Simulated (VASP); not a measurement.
C, 2 atoms in the cell. It takes space group R-3m (No. 166, trigonal). Conventional cell: a = 2.485 Å, b = 2.485 Å, c = 10.166 Å, α = 90.00°, β = 90.00°, γ = 120.00°. Within 1.9 Å of C (site symmetry 3m) lie 3 C at 1.45 Å. 

- Program: VASP 6.6.1
- Task: single point
- Functional: PBE
- Dispersion: D3(BJ)
- Potentials or basis: VASP PAW PBE potentials, release 64 (C)
- Cutoff: 520 eV
- k mesh: 15 × 15 × 15
- Occupations: gaussian, width 0.05 eV
- Spin: no spin polarisation
- Dipole correction: no
- Further INCAR settings: ALGO = Normal; EDIFF = 1e-07; NBANDS = 11

Potentials or basis: VASP PAW PBE potentials, release 64 (C).

The run is started by

```console
$ cat potpaw_PBE.64/C/POTCAR > POTCAR
$ mpirun -np 1 vasp_std > vasp.out
```

Hardware: 1 thread of Intel(R) Xeon(R) Platinum 8488C (Sapphire Rapids) (shared host).

Question: Estimate the wall time of this run.

Answer: Run time: 72 s on 1 thread of Intel(R) Xeon(R) Platinum 8488C (Sapphire Rapids), with other jobs on the host, peak memory 0.2 GiB. Counts: scf iterations 13, k points 344.
